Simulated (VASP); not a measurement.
Ir:

```xyz
1
Lattice="0.0000 2.0446 2.0446 2.0446 0.0000 2.0446 2.0446 2.0446 0.0000" Properties=species:S:1:pos:R:3 pbc="T T T"
Ir    0.0000    0.0000    0.0000
```

This cell differs from its parent crystal: volume scaled by 1.12.

Base run:

* Program: VASP 6.6.1
* Functional: BLYP
* Potentials or basis: VASP PAW PBE potentials, release 64 (Ir)
* Cutoff: 520 eV
* k mesh: 22 × 22 × 22
* Occupations: fermi-dirac, width 0.1 eV
* Spin: no spin polarisation

Its results: pressure -23.0 GPa.

**Question.** The run is repeated on the same cell with these changes: potentials or basis from VASP PAW PBE potentials, release 64 (Ir) to VASP PAW PBE potentials, release 64 (Ir_sv_GW); cutoff from 520 eV to 500 eV; further incar settings from ALGO = Normal; EDIFF = 1e-06; NBANDS = 10 to ALGO = Normal; EDIFF = 1e-06; NBANDS = 14; valence electrons from 9 to 17. What comes out?

**Answer.** Pressure -25.9 GPa.

Caveats: the PAW data sets were made with another functional, which shifts forces and pressure a little.
